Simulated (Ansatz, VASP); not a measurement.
Sn2Sb in VASP and in Ansatz

```
Sn Sb
1.0
     2.12206    1.22517    5.87902
    -2.12206    1.22517    5.87902
     0.00000   -2.45034    5.87902
Sn Sb
2 1
Direct
  0.77299 0.77299 0.77299
  0.55898 0.55898 0.55898
  0.00133 0.00133 0.00133
```

Alike in both runs: functional PBE; k mesh 6 × 6 × 6; occupations gaussian, width 0.1 eV; no spin polarisation.

Ansatz relaxed the structure, and its values are those at the end. VASP's run is a single point on that final structure, the one shown.

|  | VASP | Ansatz |
| --- | --- | --- |
| version | VASP 6.6.1 | Ansatz 0.2.0 |
| potentials or method | VASP PAW PBE potentials, release 64 (Sn_d, Sb), cutoff 520 eV | scalar-relativistic, plane waves, PAW |
| valence electrons in the cell | 33 | 43 |

```tsv
	VASP	Ansatz	Ansatz less VASP
gap on the k mesh at the Fermi level (eV)	none	none	-
pressure (GPa)	-0.1	0.0	+0.04
rms of the force components (eV/Å)	0.003	0.005	+0.0016
```

A gap of «none» marks a metal or a gap that the smearing closes. The functional is the same, so the differences come from potentials, cutoffs and numerics. VASP's potentials hold 33 valence electrons a cell and Ansatz's 43, so a difference there can come from the potentials and not from the codes.

Spin-orbit coupling is off throughout.
